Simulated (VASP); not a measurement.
Crystal: Hf3F.

```xyz
4
Lattice="4.0763 0.0000 0.0000 0.0000 4.0763 0.0000 0.0000 0.0000 4.0763" Properties=species:S:1:pos:R:3 pbc="T T T"
Hf    0.0000    2.0382    2.0382
Hf    2.0382    0.0000    2.0382
Hf    2.0382    2.0382    0.0000
F     0.0000    0.0000    0.0000
```

```yaml
Program: VASP 6.6.1
Task: relaxation of cell and atoms
Functional: PBE
Potentials_or_basis: VASP PAW PBE potentials, release 64 (Hf_pv, F)
Cutoff: 600 eV
k_mesh: 4 × 4 × 4
Occupations: gaussian, width 0.1 eV
Spin: no spin polarisation
```

At the start: pressure 18.1 GPa; volume 16.93 Å³/atom.

Q: Where does the relaxation end?

A: Over 3 steps the energy falls by 151.2 meV/atom and the volume is 19.94 Å³/atom (+17.7 %); space group Pm-3m (No. 221, to 0.05 Å).

The path:
```csv
step,energy change (eV),largest force (eV/Å),pressure (GPa),volume (Å³)
1,0.0000,0.0000,18.07,67.73
2,-0.3920,0.0000,-7.36,88.23
3,-0.6047,0.0000,-0.04,79.76
```

Final structure:
```
Hf F
1.0
     4.30449    0.00000    0.00000
     0.00000    4.30449    0.00000
     0.00000    0.00000    4.30449
Hf F
3 1
Direct
  0.00000 0.50000 0.50000
  0.50000 0.00000 0.50000
  0.50000 0.50000 0.00000
  0.00000 0.00000 0.00000
```

Caveat: the k points lie up to 0.36 Å⁻¹ apart in the final cell; the volume moved by over 15 % at a fixed basis, so the end points are rough; an odd number of electrons without spin polarisation forces a metal; a magnetic or distorted state may lie lower.
